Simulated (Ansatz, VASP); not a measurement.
## One calculation of MoS2, two programs

```
Mo S
1.0
     0.00000    2.99595    2.99595
     2.99595    0.00000    2.99595
     2.99595    2.99595    0.00000
Mo S
1 2
Direct
  0.00000 0.00000 0.00000
  0.25000 0.25000 0.25000
  0.75000 0.75000 0.75000
```

Alike in both runs: task single point; functional PBE; k mesh 6 × 6 × 6; occupations gaussian, width 0.05 eV; collinear spin; Hubbard terms Mo d U = 6.0 eV, J = 0.7 eV.

|  | VASP | Ansatz |
| --- | --- | --- |
| version | VASP 6.6.1 | Ansatz 0.2.0 |
| potentials or method | VASP PAW PBE potentials, release 64 (Mo_sv, S), cutoff 520 eV | scalar-relativistic, plane waves, PAW |
| valence electrons in the cell | 26 | 26 |

|  | VASP | Ansatz | Ansatz less VASP |
| --- | --- | --- | --- |
| pressure (GPa) | 5.3 | 4.2 | -1.08 |
| net moment per atom (μB) | 0.66 | 0.67 | +0.009 |
| size of the moment on the site where the two differ most (μB) | 2.04 | 1.89 | -0.144 |

Site moments also hang on the region over which each program counts them. The programs project onto different local orbitals, so the same U acts differently, and such runs can settle in different states. Ansatz's warnings: filled band counts differ across k points.
